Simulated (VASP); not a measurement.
# MoSe2: single point with PBEsol

Crystal: MoSe2.

```
Mo Se
1.0
     3.28800    0.00000    0.00000
    -1.64400    2.84749    0.00000
     0.00000    0.00000   12.90000
Mo Se
2 4
Cartesian
  0.0000 1.8983 3.2250
  1.6440 0.9492 9.6750
  0.0000 1.8983 8.0625
  1.6440 0.9492 1.6125
  0.0000 1.8983 11.2875
  1.6440 0.9492 4.8375
```

| Property | Result |
| --- | --- |
| Program | VASP 6.6.1 |
| Task | single point |
| Functional | PBEsol |
| Potentials or basis | VASP PAW PBE potentials, release 64 (Mo_sv, Se) |
| Cutoff | 500 eV |
| k mesh | 8 × 8 × 2 |
| Occupations | gaussian, width 0.05 eV |
| Spin | collinear spin |
| Starting moments | [2.0, 2.0, 0.0, 0.0, 0.0, 0.0] μB |
| Fixed moment | 4 μB |

```
Pressure                                              : 12.2 GPa
Largest force                                         : 1.409 eV/Å
Net moment                                            : 4.00 μB per cell
Site moments                                          : Mo +1.45; Se +0.09 μB
Valence electrons inside the program's atomic spheres : Mo 12.54; Se 3.90
```

Forces in eV/Å, atoms in the order of the input:
```
Mo   0.000  0.000  0.000
Mo   0.000  0.000  0.000
Se   0.000  0.000 -1.409
Se   0.000  0.000 -1.409
Se   0.000  0.000  1.409
Se   0.000  0.000  1.409
```

Stress tensor (GPa, compression positive):
```
12.79  0.00  0.00
 0.00 12.79  0.00
 0.00  0.00 11.16
```

Run time: 95 s on 1 thread of Oxide Virtual Turin-like Processor, on a shared host, peak memory 0.29 GiB.

Caveat: the cell stands under pressure; the PAW data sets were made with another functional, which shifts forces and pressure a little; this functional lacks dispersion, which binds layers or chains, so the pressure and a relaxed spacing across them are unreliable; the total moment is fixed, so each spin has its own Fermi level and the state may be an excited one.
